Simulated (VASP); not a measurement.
A run of VASP 6.6.1 is set up as follows.

INCAR

```
PREC     = Accurate       # precision mode
ENCUT    = 520            # plane-wave cutoff, eV
EDIFF    = 1E-7           # SCF threshold, eV
ISMEAR   = -1             # smearing method
SIGMA    = 0.1            # smearing width, eV
LREAL    = F              # projectors in reciprocal space
LASPH    = T              # aspherical terms in the spheres
NELM     = 80             # most SCF steps
ALGO     = Normal         # electronic algorithm
ISIF     = 2              # what is computed and relaxed
LWAVE    = F              # write WAVECAR
LCHARG   = F              # write CHGCAR
GGA      = RE             # functional
NBANDS   = 17             # bands
```

Contents of KPOINTS:

```
Automatic mesh
0
Gamma
  9 9 9
```

The input POSCAR:

```
Hf
1.0
    0.0000000000      3.3131201373      3.3131201373
    3.3131201373      0.0000000000      3.3131201373
    3.3131201373      3.3131201373      0.0000000000
Hf
2
Direct
    0.1250000000      0.1250000000      0.1250000000
    0.8750000000      0.8750000000      0.8750000000
```

Potentials or basis: VASP PAW PBE potentials, release 64 (Hf_pv).

Run with:

```bash
$ cat potpaw_PBE.64/Hf_pv/POTCAR > POTCAR
$ mpirun -np 1 vasp_std > vasp.out
```

(1) Estimate the pressure.

(2) Predict the band gap on the k mesh.

Answers

(1) -0.2 GPa.

(2) zero (band 10 reaches 1.78 eV, above the bottom of band 11 at 1.24 eV).

Caveat: the PAW data sets were made with another functional, which shifts forces and pressure a little; spin-orbit coupling is left out, which moves the levels of the heavy elements.
